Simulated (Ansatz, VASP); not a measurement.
# Two plane-wave programs on Mo4C3

```
Mo C
1.0
    -2.16631    2.16631    4.26750
     2.16631   -2.16631    4.26750
     2.16631    2.16631   -4.26750
Mo C
4 3
Direct
  0.75863 0.75863 0.00000
  0.50000 0.00000 0.50000
  0.24137 0.24137 0.00000
  0.00000 0.50000 0.50000
  0.75000 0.25000 0.50000
  0.25000 0.75000 0.50000
  0.00000 0.00000 0.00000
```

Change from the starting cell: the structure that the rattled cell fell into.

Alike in both runs: task single point; functional PBE; k mesh 6 × 6 × 6; occupations gaussian, width 0.1 eV; no spin polarisation.

|  | VASP | Ansatz |
| --- | --- | --- |
| version | VASP 6.6.1 | Ansatz 0.2.0 |
| potentials or method | VASP PAW PBE potentials, release 64 (Mo_sv, C), cutoff 520 eV | scalar-relativistic, plane waves, PAW |
| valence electrons in the cell | 68 | 68 |

VASP gave:

```
gap on the k mesh at the Fermi level (eV)                     : none
pressure (GPa)                                                : 0.3
traceless stress, the component that is largest in VASP (GPa) : 1.65
rms of the force components (eV/Å)                            : 0.052
```

Task: Estimate Ansatz's values.

Result: gap on the k mesh at the Fermi level (eV): none; pressure (GPa): -0.2; traceless stress, the component that is largest in VASP (GPa): 1.65; rms of the force components (eV/Å): 0.049.

Atom by atom the forces differ by 0.004 eV/Å (rms over components). A gap of «none» marks a metal or a gap that the smearing closes. The functional is the same, so the differences come from potentials, cutoffs and numerics.
